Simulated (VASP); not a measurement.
# Hf (Pm-3m) in VASP: settings compared

Aim: see how the results for Hf move with the level of theory and the settings. Levels: PBEsol-based global hybrid with 25 % exact exchange, B3LYP. Tasks: relaxation of cell and atoms.

Program: VASP 6.6.1. These are calculated values, not measurements. Logs are shortened: lines on timing, memory, paths and dates and some standing lists are left out, and cuts for length are marked.

## Step 1: The cell of the first run

It takes space group Pm-3m (No. 221, cubic). The conventional cell has a = 2.914 Å, b = 2.914 Å, c = 2.914 Å, α = 90.00°, β = 90.00°, γ = 90.00°. Hf (site symmetry m-3m) has 6 Hf at 2.91 Å within 3.8 Å.

This isn't the form of Hf at room conditions, which is hcp.

## Step 2: Relaxation of cell and atoms, PBEsol-based global hybrid with 25 % exact exchange

Input file POSCAR:

```
Hf
1.0
    2.9138100000      0.0000000000      0.0000000000
    0.0000000000      2.9138100000      0.0000000000
    0.0000000000      0.0000000000      2.9138100000
Hf
1
Direct
    0.5000000000      0.5000000000      0.5000000000
```

Input file INCAR.step1:

```
PREC = Accurate ; ENCUT = 600
EDIFF = 1E-5 ; ISMEAR = -1
SIGMA = 0.05 ; LREAL = False
LASPH = True ; NELM = 60
ALGO = Normal ; LWAVE = True
LCHARG = False ; GGA = PE
NBANDS = 11
```

Input file INCAR.step2:

```
PREC = Accurate ; ENCUT = 600
EDIFF = 1E-6 ; ISMEAR = -1
SIGMA = 0.05 ; LREAL = False
LASPH = True ; NELM = 60
ALGO = Normal ; ISIF = 3
LWAVE = False ; LCHARG = False
GGA = PS ; LHFCALC = True
AEXX = 0.25 ; PRECFOCK = Normal
IBRION = 2 ; NSW = 60
EDIFFG = -0.01 ; ISTART = 1
```

Input file KPOINTS:

```
Automatic mesh
0
Gamma
  5 5 5
```

Potentials or basis: VASP PAW PBE potentials, release 64 (Hf_pv).

Run with:

```
> cat potpaw_PBE.64/Hf_pv/POTCAR > POTCAR
> cp INCAR.step1 INCAR
> mpirun -np 1 vasp_std > vasp.out
> cp INCAR.step2 INCAR
> mpirun -np 1 vasp_std > vasp.out
```

OUTCAR:

```text
PREC = Accurate
   ENCUT = 600
   EDIFF = 1E-6
   ISMEAR = -1
   LREAL = False
   LASPH = True
   NELM = 60
   ISIF = 3
   GGA = PS
   LHFCALC = True
   AEXX = 0.25
   PRECFOCK = Normal
   IBRION = 2
   NSW = 60
   EDIFFG = -0.01
   ISTART = 1

 ion  position               nearest neighbor table
   1  0.500  0.500  0.500-

  LATTYP: Found a simple cubic cell.
 ALAT       =     2.9138100000

  Lattice vectors:

 A1 = (   2.9138100000,   0.0000000000,   0.0000000000)
 A2 = (   0.0000000000,   2.9138100000,   0.0000000000)
 A3 = (   0.0000000000,   0.0000000000,   2.9138100000)

Analysis of symmetry for initial positions (statically):
=====================================================================
 Subroutine PRICEL returns:
 Original cell was already a primitive cell.

 Routine SETGRP: Setting up the symmetry group for a
 simple cubic supercell.

 Subroutine GETGRP returns: Found 48 space group operations
 (whereof 48 operations were pure point group operations)
 out of a pool of 48 trial point group operations.

The static configuration has the point symmetry O_h .

Analysis of symmetry for dynamics (positions and initial velocities):
=====================================================================
 Subroutine PRICEL returns:
 Original cell was already a primitive cell.

 Routine SETGRP: Setting up the symmetry group for a
 simple cubic supercell.

 Subroutine GETGRP returns: Found 48 space group operations
 (whereof 48 operations were pure point group operations)
 out of a pool of 48 trial point group operations.

The dynamic configuration has the point symmetry O_h .

 Subroutine INISYM returns: Found 48 space group operations
 (whereof 48 operations are pure point group operations),
 and found     1 'primitive' translations

----------------------------------------------------------------------------------------

                                     Primitive cell

  volume of cell :      24.7391

  direct lattice vectors                    reciprocal lattice vectors
     2.913810000  0.000000000  0.000000000     0.343193276  0.000000000  0.000000000
     0.000000000  2.913810000  0.000000000     0.000000000  0.343193276  0.000000000
     0.000000000  0.000000000  2.913810000     0.000000000  0.000000000  0.343193276

  length of vectors
     2.913810000  2.913810000  2.913810000     0.343193276  0.343193276  0.343193276

  position of ions in fractional coordinates (direct lattice)
     0.500000000  0.500000000  0.500000000

  ion indices of the primitive-cell ions
   primitive index   ion index
                 1           1

----------------------------------------------------------------------------------------

 KPOINTS: Automatic mesh

Automatic generation of k-mesh.
 Grid dimensions read from file:
 generate k-points for:    5    5    5

 Generating k-lattice:

  Cartesian coordinates                     Fractional coordinates (reciprocal lattice)
     0.068638655  0.000000000  0.000000000     0.200000000  0.000000000  0.000000000
     0.000000000  0.068638655  0.000000000     0.000000000  0.200000000  0.000000000
     0.000000000  0.000000000  0.068638655     0.000000000  0.000000000  0.200000000

  Length of vectors
     0.068638655  0.068638655  0.068638655

  Shift w.r.t. Gamma in fractional coordinates (k-lattice)
     0.000000000  0.000000000  0.000000000

 Subroutine IBZKPT returns following result:
 ===========================================

 Found     10 irreducible k-points:

 Following reciprocal coordinates:
            Coordinates               Weight
  0.000000  0.000000  0.000000      1.000000
  0.200000  0.000000  0.000000      6.000000
  0.400000  0.000000  0.000000      6.000000
  0.200000  0.200000  0.000000     12.000000
  0.400000  0.200000  0.000000     24.000000
  0.400000  0.400000  0.000000     12.000000
  0.200000  0.200000  0.200000      8.000000
  0.400000  0.200000  0.200000     24.000000
  0.400000  0.400000  0.200000     24.000000
  0.400000  0.400000  0.400000      8.000000
   k-points           NKPTS =     10   k-points in BZ     NKDIM =    125   number of bands    NBANDS=      9
   number of dos      NEDOS =    301   number of ions     NIONS =      1
   total plane-waves  NPLWV =  13824
   dimension x,y,z NGX =    24 NGY =   24 NGZ =   24
   dimension x,y,z NGXF=    48 NGYF=   48 NGZF=   48
   ions per type =               1
   NGX,Y,Z   is equivalent  to a cutoff of  13.69, 13.69, 13.69 a.u.
   NGXF,Y,Z  is equivalent  to a cutoff of  27.39, 27.39, 27.39 a.u.
 SYSTEM =  unknown system
   PREC   = accura    normal or accurate (medium, high low for compatibility)
   ISTART =      1    job   : 0-new  1-cont  2-samecut
   ICHARG =      0    charge: 1-file 2-atom 10-const
   ISPIN  =      1    spin polarized calculation?
   LNONCOLLINEAR =      F non collinear calculations
   LSORBIT =      F    spin-orbit coupling
   LASPH  =      T    aspherical Exc in radial PAW
   ENCUT  =  600.0 eV  44.10 Ry    6.64 a.u.   5.82  5.82  5.82*2*pi/ulx,y,z
   NELM   =     60;   NELMIN=  2; NELMDL=  0     # of ELM steps
   EDIFF  = 0.1E-05   stopping-criterion for ELM
   LREAL  =      F    real-space projection
   EDIFFG = -.1E-01   stopping-criterion for IOM
   NSW    =     60    number of steps for IOM
   IBRION =      2    ionic relax: 0-MD 1-quasi-New 2-CG
   NFREE  =      1    steps in history (QN), initial steepest desc. (CG)
   ISIF   =      3    stress and relaxation
   ISYM   =      3    0-nonsym 1-usesym 2-fastsym
   POTIM  = 0.5000    time-step for ionic-motion
   TEBEG  =    0.0;   TEEND  =   0.0 temperature during run
   PSTRESS=    0.0 pullay stress
   NELECT =      10.0000    total number of electrons
   NUPDOWN=      -1.0000    fix difference up-down
   EMIN   =  10.00;   EMAX   =-10.00  energy-range for DOS
   EFERMI =   0.00;   METHOD = LEGACY
   ISMEAR =    -1;   SIGMA  =   0.05  broadening in eV -4-tet -1-fermi 0-gaus
   EFERMI_NEDOS =   21; number of points for ismear=-14 and -15
   IALGO  =     38    algorithm
   IMIX   =      1    mixing-type and parameters
     AMIX     =   0.40;   BMIX     =  1.00
     AMIX_MAG =   1.60;   BMIX_MAG =  1.00
  volume/ion in A,a.u.               =      24.74       166.95
  Fermi-wavevector in a.u.,A,eV,Ry     =   1.210450  2.287419 19.935117  1.465190
  Thomas-Fermi vector in A             =   2.345997
   LORBIT       =      0    0 simple, 1 ext, 2 COOP (PROOUT), +10 PAW based schemes
   GGA     = PS    functional components
   LHFCALC =     T    Hartree Fock is set to
   PRECFOCK=normal    Normal, Fast or Accurate (Low or Medium for compatibility)
   ENCUT4O =  -1.0   cutoff for four orbital integrals eV
   NKREDX  =     1    reduce k-point grid by
   NKREDY  =     1    reduce k-point grid by
   NKREDZ  =     1    reduce k-point grid by
   AEXX    =    0.2500 exact exchange contribution
   HFSCREEN=    0.0000 screening length (either q_TF or 0.3 A-1)
   HFSCREENC=   0.0000 screening length for correlation (either q_TF or 0.3 A-1)
   ENCUTFOCK=  -1.0 apply spherical cutoff to Coloumb kernel
   IVDW    =     0    specifies the selected vdW correction
   LEPSILON=     F    determine dielectric tensor
   LRPA    =     F    only Hartree local field effects (RPA)
 conjugate gradient relaxation of ions
 non-spin polarized calculation
  energy-cutoff  :      600.00
  volume of cell :       24.74
 maximum number of plane-waves:       835
 NGX is ok and might be reduce to    24
  NGX = 18; NGY = 18; NGZ = 18

--------------------------------------- Ionic step        1  -------------------------------------------

 number of electron      10.0000004 magnetization

 Free energy of the ion-electron system (eV)
  ---------------------------------------------------
  ext. energy  EPLUGINS =         0.00000000
  ---------------------------------------------------
  free energy    TOTEN  =       -11.29008046 eV

  energy without entropy =      -11.28727132  energy(sigma->0) =      -11.28867589

------------------------ aborting loop because EDIFF is reached ----------------------------------------

  FORCE on cell =-STRESS in cart. coord.  units (eV):
  Direction    XX          YY          ZZ          XY          YZ          ZX
  --------------------------------------------------------------------------------------
  -------------------------------------------------------------------------------------
  Total       -0.5054719     -0.5054719     -0.5054719     -0.0000000      0.0000000     -0.0000000
  in kB      -32.7358740    -32.7358740    -32.7358740     -0.0000000      0.0000000     -0.0000000
  external PRESSURE =     -32.7358740 kB  Pullay stress =       0.0000000 kB

 VOLUME and BASIS-vectors are now :
 -----------------------------------------------------------------------------
  energy-cutoff  :      600.00
  volume of cell :       24.74
      direct lattice vectors                 reciprocal lattice vectors
     2.913810000  0.000000000  0.000000000     0.343193276  0.000000000  0.000000000
     0.000000000  2.913810000  0.000000000     0.000000000  0.343193276  0.000000000
     0.000000000  0.000000000  2.913810000     0.000000000  0.000000000  0.343193276
[... 38 lines left out ...]
 POSITION                                       TOTAL-FORCE (eV/Angst)
 -----------------------------------------------------------------------------------
      1.42138      1.42138      1.42138         0.000000      0.000000      0.000000
 -----------------------------------------------------------------------------------
    total drift:                                0.000000      0.000000      0.000000

  FREE ENERGIE OF THE ION-ELECTRON SYSTEM (eV)
  ---------------------------------------------------
  free  energy   TOTEN  =       -11.2896248499 eV

  energy  without entropy=      -11.2867130436  energy(sigma->0) =      -11.28816895

--------------------------------------- Ionic step        3  -------------------------------------------

 number of electron       9.9999999 magnetization

 Free energy of the ion-electron system (eV)
  ---------------------------------------------------
  ext. energy  EPLUGINS =         0.00000000
  ---------------------------------------------------
  free energy    TOTEN  =       -11.29957186 eV

  energy without entropy =      -11.29672980  energy(sigma->0) =      -11.29815083

 E-fermi :   3.7428     XC(G=0):  -8.6872

 val. band max:        3.6218970153   @ k =   0.2000   0.2000   0.0000
 cond. band min:       4.4884802039   @ k =   0.2000   0.2000   0.2000
 fundamental gap:      0.8665831886
 Fermi energy:         3.7428080990

 k-point     1 :       0.0000    0.0000    0.0000
  band No.  band energies     occupation
      1     -28.8124      2.00000
      2     -28.8124      2.00000
      3     -28.8124      2.00000
      4      -4.2094      2.00000
      5       1.5740      2.00000
      6       1.5740      2.00000
      7      11.8164      0.00000
      8      11.8164      0.00000
      9      11.8164      0.00000

 k-point     2 :       0.2000    0.0000    0.0000
  band No.  band energies     occupation
      1     -29.2379      2.00000
      2     -28.7761      2.00000
      3     -28.7761      2.00000
      4      -3.0807      2.00000
      5       2.0107      2.00000
      6       2.6334      2.00000
      7      10.0507      0.00000
      8      10.0507      0.00000
      9      11.9567      0.00000
[... 116 lines left out ...]
 POSITION                                       TOTAL-FORCE (eV/Angst)
 -----------------------------------------------------------------------------------
      1.43915      1.43915      1.43915         0.000000      0.000000      0.000000
 -----------------------------------------------------------------------------------
    total drift:                                0.000000     -0.000000     -0.000000

  FREE ENERGIE OF THE ION-ELECTRON SYSTEM (eV)
  ---------------------------------------------------
  free  energy   TOTEN  =       -11.2995718621 eV

  energy  without entropy=      -11.2967298028  energy(sigma->0) =      -11.29815083

 reached required accuracy - stopping structural energy minimisation
```

Wall time 14 min (1 thread of Intel Xeon 8259CL, shared host); peak memory 0.16 GiB.

What came out:

```
Free energy                           : -11.2996 eV
Relaxed volume                        : 23.85 Å³/atom
Relaxed cell                          : a = 2.878 Å, b = 2.878 Å, c = 2.878 Å, α = 90.00°, β = 90.00°, γ = 90.00°
Space group after relaxing (to 0.1 Å) : Pm-3m (No. 221)
Energy gained by relaxing             : 9.5 meV/atom
Ionic steps                           : 3
Pressure after relaxing               : 0.0 GPa
Band gap on the k mesh                : zero (bands 5 and 6 overlap by 2.98 eV)
```

Step by step:
| step | energy change (eV) | largest force (eV/Å) | pressure (GPa) | volume (Å³) |
| --- | --- | --- | --- | --- |
| 1 | 0.0000 | 0.0000 | -3.27 | 24.74 |
| 2 | 0.0005 | 0.0000 | 3.78 | 22.97 |
| 3 | -0.0095 | 0.0000 | 0.01 | 23.85 |

Final structure:
```
Hf
1.0
     2.87829    0.00000    0.00000
     0.00000    2.87829    0.00000
     0.00000    0.00000    2.87829
Hf
1
Direct
  0.50000 0.50000 0.50000
```

Levels at points of the mesh, in eV from the Fermi level:
```csv
k point,band 3,band 4,band 5,band 6,band 7,band 8
"(0.00, 0.00, 0.00)",-32.56,-7.95,-2.17,-2.17,8.07,8.07
```

Caveat: the k points lie up to 0.44 Å⁻¹ apart in the final cell, too coarse for converged energies and pressures of a metal; the PAW data sets were made with another functional, which shifts forces and pressure a little; spin-orbit coupling is left out, which moves the levels of the heavy elements.

## Step 3: Relaxation of cell and atoms, B3LYP

POSCAR is that of step 2.

Input file INCAR.step1:

```
SYSTEM = Hf
  PREC = Accurate
  ENCUT = 600
  EDIFF = 1E-5
  ISMEAR = -1
  SIGMA = 0.05
  LREAL = .False.
  LASPH = .True.
  NELM = 100
  ALGO = Normal
  LWAVE = .True.
  LCHARG = .False.
  GGA = PE
  NBANDS = 11
```

Input file INCAR.step2:

```
SYSTEM = Hf
  PREC = Accurate
  ENCUT = 600
  EDIFF = 1E-6
  ISMEAR = -1
  SIGMA = 0.05
  LREAL = .False.
  LASPH = .True.
  NELM = 100
  ALGO = Normal
  ISIF = 3
  LWAVE = .False.
  LCHARG = .False.
  GGA = B3
  LHFCALC = .True.
  AEXX = 0.2
  AGGAX = 0.72
  AGGAC = 0.81
  ALDAC = 0.19
  PRECFOCK = Normal
  IBRION = 2
  NSW = 60
  EDIFFG = -0.01
  ISTART = 1
```

Input file KPOINTS:

```
Automatic mesh
0
Gamma
  5 5 5
  0 0 0
```

Potentials or basis: VASP PAW PBE potentials, release 64 (Hf_pv).

Run with:

```
> cat potpaw_PBE.64/Hf_pv/POTCAR > POTCAR
> cp INCAR.step1 INCAR
> mpirun -np 1 vasp_std > vasp.out
> cp INCAR.step2 INCAR
> mpirun -np 1 vasp_std > vasp.out
```

Wall time 12 min (1 thread of Intel Xeon 8259CL, shared host); peak memory 0.16 GiB.

Results (log left out):

```
Free energy                           : -9.4674 eV
Relaxed volume                        : 25.40 Å³/atom
Relaxed cell                          : a = 2.939 Å, b = 2.939 Å, c = 2.939 Å, α = 90.00°, β = 90.00°, γ = 90.00°
Space group after relaxing (to 0.1 Å) : Pm-3m (No. 221)
Energy gained by relaxing             : 4.6 meV/atom
Ionic steps                           : 3
Pressure after relaxing               : 0.0 GPa
Band gap on the k mesh                : zero (bands 5 and 6 overlap by 2.61 eV)
```

The path:
```
step  energy change (eV)  largest force (eV/Å)  pressure (GPa)  volume (Å³)
   1              0.0000                0.0000            2.26        24.74
   2             -0.0008                0.0000           -1.91        26.01
   3             -0.0046                0.0000           -0.03        25.40
```

Final structure:
```cif
data_structure
_symmetry_space_group_name_H-M 'P 1'
_symmetry_Int_Tables_number 1
_cell_length_a 2.9395
_cell_length_b 2.9395
_cell_length_c 2.9395
_cell_angle_alpha 90.000
_cell_angle_beta 90.000
_cell_angle_gamma 90.000
_cell_volume 25.40
loop_
_atom_site_label
_atom_site_type_symbol
_atom_site_fract_x
_atom_site_fract_y
_atom_site_fract_z
_atom_site_occupancy
Hf1 Hf 0.50000 0.50000 0.50000 1
```

Levels at points of the mesh, in eV from the Fermi level:
```
           k point  band 2  band 3  band 4  band 5  band 6  band 7  band 8  band 9
(0.00, 0.00, 0.00)  -32.19  -32.19   -7.33   -1.95   -1.95    7.19    7.19    7.19
```

Caveat: the k points lie up to 0.43 Å⁻¹ apart in the final cell, too coarse for converged energies and pressures of a metal; the PAW data sets were made with another functional, which shifts forces and pressure a little; spin-orbit coupling is left out, which moves the levels of the heavy elements.
